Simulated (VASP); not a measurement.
Set up this calculation in VASP 6.6.1, as the native input.

| Item | Value |
| --- | --- |
| Task | single point |
| Functional | PBE |
| Potentials or basis | VASP PAW PBE potentials, release 64 (Ti_sv, S) |
| Cutoff | 520 eV |
| k mesh | 8 × 8 × 1 |
| Occupations | gaussian, width 0.1 eV |
| Spin | no spin polarisation |
| Dipole correction | yes |
| Further INCAR settings | ALGO = Normal; EDIFF = 1e-06; NBANDS = 35 |

The structure of Ti4S lies in POSCAR:

```
Ti4S
1.0
    3.2553359259      0.0000000000      0.0000000000
    0.0000000000      3.2553359259      0.0000000000
    0.0000000000      0.0000000000     20.1793674375
Ti S
4 1
Direct
    0.5000000000      0.5000000000      0.1982222690
    0.0000000000      0.0000000000      0.2788822782
    0.5000000000      0.5000000000      0.3551865247
    0.0000000000      0.0000000000      0.4301109767
    0.5000000000      0.5000000000      0.4785479556
```

One way to write it, as run:

INCAR

```
PREC     = Accurate       # precision mode
ENCUT    = 520            # plane-wave cutoff, eV
EDIFF    = 1E-6           # SCF threshold, eV
ISMEAR   = 0              # smearing method
SIGMA    = 0.1            # smearing width, eV
LREAL    = False          # projectors in reciprocal space
LASPH    = True           # aspherical terms in the spheres
NELM     = 100            # most SCF steps
ALGO     = Normal         # electronic algorithm
ISIF     = 2              # what is computed and relaxed
LWAVE    = False          # write WAVECAR
LCHARG   = True           # write CHGCAR
LDIPOL   = True         
IDIPOL   = 3            
DIPOL    = 0.5 0.5 0.348
GGA      = PE             # functional
LELF     = True           # ELF
LVHAR    = True         
LVACPOTAV= True         
NBANDS   = 35             # bands
```

KPOINTS

```
Automatic mesh
0
Gamma
  8 8 1
```

Potentials or basis: VASP PAW PBE potentials, release 64 (Ti_sv, S).

Run with:

```console
$ cat potpaw_PBE.64/Ti_sv/POTCAR potpaw_PBE.64/S/POTCAR > POTCAR
$ mpirun -np 1 vasp_std > vasp.out
```

It gave:

The largest force is 1.471 eV/Å. The band gap on the k mesh is zero (bands 27 and 28 overlap by 0.73 eV).

Wall time 3.9 min on 1 thread of Intel(R) Xeon(R) 6975P-C (Granite Rapids), on a shared host, peak memory 0.32 GiB.
